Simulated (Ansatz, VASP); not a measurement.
# Two plane-wave programs on Ga5N6

Contents of INCAR:

```
SYSTEM = Ga5N6
PREC     = Accurate       ! precision mode
ENCUT    = 520            ! plane-wave cutoff, eV
EDIFF    = 1E-7           ! SCF threshold, eV
ISMEAR   = 0              ! smearing method
SIGMA    = 0.05           ! smearing width, eV
LREAL    = .False.        ! projectors in reciprocal space
LASPH    = .True.         ! aspherical terms in the spheres
NELM     = 100            ! most SCF steps
ALGO     = Normal         ! electronic algorithm
ISIF     = 2              ! what is computed and relaxed
LWAVE    = .False.        ! write WAVECAR
LCHARG   = .True.         ! write CHGCAR
GGA      = PS             ! functional
LELF     = .True.         ! ELF
LVHAR    = .True.       
NBANDS   = 58             ! bands
```

KPOINTS

```
regular mesh
0
Gamma
  8 8 1
  0 0 0
```

POSCAR

```
Ga5N6
1.0
    3.1807290383      0.0000000000      0.0000000000
    0.0000000000      3.1807290383      0.0000000000
    0.0000000000      0.0000000000     16.2455753606
N Ga
6 5
Direct
    0.0000000000      0.5000000000      0.1538880553
    0.5000000000      0.0000000000      0.2923328332
    0.0000000000      0.5000000000      0.4307776111
    0.5000000000      0.0000000000      0.5692223889
    0.0000000000      0.5000000000      0.7076671668
    0.5000000000      0.0000000000      0.8461119447
    0.5000000000      0.5000000000      0.2231104443
    0.0000000000      0.0000000000      0.3615552221
    0.5000000000      0.5000000000      0.5000000000
    0.0000000000      0.0000000000      0.6384447779
    0.5000000000      0.5000000000      0.7768895557
```

Input for Ansatz:

```yaml
crystal:
  lattice:
    - [3.1807290383, 0.0, 0.0]
    - [0.0, 3.1807290383, 0.0]
    - [0.0, 0.0, 16.2455753606]
  atoms:
    - { symbol: "N", position: [0.0, 0.5, 0.1538880553] }
    - { symbol: Ga, position: [0.5, 0.5, 0.2231104443] }
    - { symbol: "N", position: [0.5, 0.0, 0.2923328332] }
    - { symbol: Ga, position: [0.0, 0.0, 0.3615552221] }
    - { symbol: "N", position: [0.0, 0.5, 0.4307776111] }
    - { symbol: Ga, position: [0.5, 0.5, 0.5] }
    - { symbol: "N", position: [0.5, 0.0, 0.5692223889] }
    - { symbol: Ga, position: [0.0, 0.0, 0.6384447779] }
    - { symbol: "N", position: [0.0, 0.5, 0.7076671668] }
    - { symbol: Ga, position: [0.5, 0.5, 0.7768895557] }
    - { symbol: "N", position: [0.5, 0.0, 0.8461119447] }
basis:
  ecutwfc: 420
kpoints:
  mp_grid: { grid: [8, 8, 1] }
hamiltonian:
  xc: pbesol
scf:
  occupations: { method: gaussian, width: 0.05 }
output:
  forces: true
  stress: true
  eigenvalues: true
```

Alike in both runs: task single point; functional PBEsol; k mesh 8 × 8 × 1; occupations gaussian, width 0.05 eV; no spin polarisation.

|  | VASP | Ansatz |
| --- | --- | --- |
| version | VASP 6.6.1 | Ansatz 0.2.0 |
| potentials or method | VASP PAW PBE potentials, release 64 (N, Ga_d), cutoff 520 eV | scalar-relativistic, plane waves, PAW |
| valence electrons in the cell | 95 | 95 |

VASP gave:

- gap on the k mesh at the Fermi level (eV): none
- rms of the force components (eV/Å): 0.569

Problem. Which values does Ansatz return?

Solution. gap on the k mesh at the Fermi level (eV): none; rms of the force components (eV/Å): 0.563.

VASP's potentials were made for PBE, not for PBEsol. A gap of «none» marks a metal or a gap that the smearing closes.
